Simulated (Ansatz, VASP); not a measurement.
## SnSbS2 in VASP and in Ansatz

```xyz
4
Lattice="3.8077 0.0000 0.0000 -1.9039 3.2976 0.0000 0.0000 0.0000 7.7205" Properties=species:S:1:pos:R:3 pbc="T T T"
Sn    0.0000    0.0000    0.0000
Sb    0.0000    0.0000    3.8603
S     0.0000    2.1984    2.0640
S     1.9039    1.0992    5.6565
```

Change from the starting cell: species swapped into the NiSn2Au type (P-3m1, No. 164).

Alike in both runs: functional PBE; k mesh 6 × 6 × 4; occupations gaussian, width 0.1 eV; no spin polarisation.

Ansatz relaxed the structure, and its values are those at the end. VASP's run is a single point on that final structure, the one shown.

```csv
,VASP,Ansatz
version,VASP 6.6.1,Ansatz 0.2.0
potentials or method,"VASP PAW PBE potentials, release 64 (Sn_d, Sb, S), cutoff 520 eV","scalar-relativistic, plane waves, PAW"
valence electrons in the cell,31,41
```

```csv
,VASP,Ansatz,Ansatz less VASP
gap on the k mesh at the Fermi level (eV),none,none,-
pressure (GPa),0.0,0.2,+0.15
rms of the force components (eV/Å),0.014,0.006,-0.0078
```

A gap of «none» marks a metal or a gap that the smearing closes. VASP's potentials hold 31 valence electrons a cell and Ansatz's 41, so a difference there can come from the potentials and not from the codes.

Neither program's run includes spin-orbit coupling.
